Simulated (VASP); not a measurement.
MoSe:

```
Mo Se
1.0
     0.00000    2.89288    2.89288
     2.89288    0.00000    2.89288
     2.89288    2.89288    0.00000
Mo Se
1 1
Cartesian
  0.0000 0.0000 0.0000
  2.8929 2.8929 2.8929
```

Program: VASP 6.6.1. Alike in all runs: task single point; potentials or basis VASP PAW PBE potentials, release 64 (Mo_sv, Se); no spin polarisation; cell as given; k mesh 4 × 4 × 4; cutoff (eV) 520; smearing fermi-dirac 0.05 eV.

Task: Order these runs on this cell by their pressure, lowest first.
A. level PBEsol-based global hybrid with 25 % exact exchange; share of exact exchange 0.25
B. level PBE0; share of exact exchange 0.25
C. level PBE-based screened hybrid with 30 % exact exchange; share of exact exchange 0.3; screening parameter 0.2 1/Å
D. level PBE-based screened hybrid with 25 % exact exchange; share of exact exchange 0.25; screening parameter 0.2 1/Å
E. level PBE-based screened hybrid with 10 % exact exchange; share of exact exchange 0.1; screening parameter 0.2 1/Å

Result: A (-27.2 GPa), B (-24.7 GPa), E (-22.2 GPa), D (-20.6 GPa), C (-18.5 GPa).

Caveats: all runs use coarse meshes; the PAW data sets were made with another functional, which shifts forces and pressure a little.
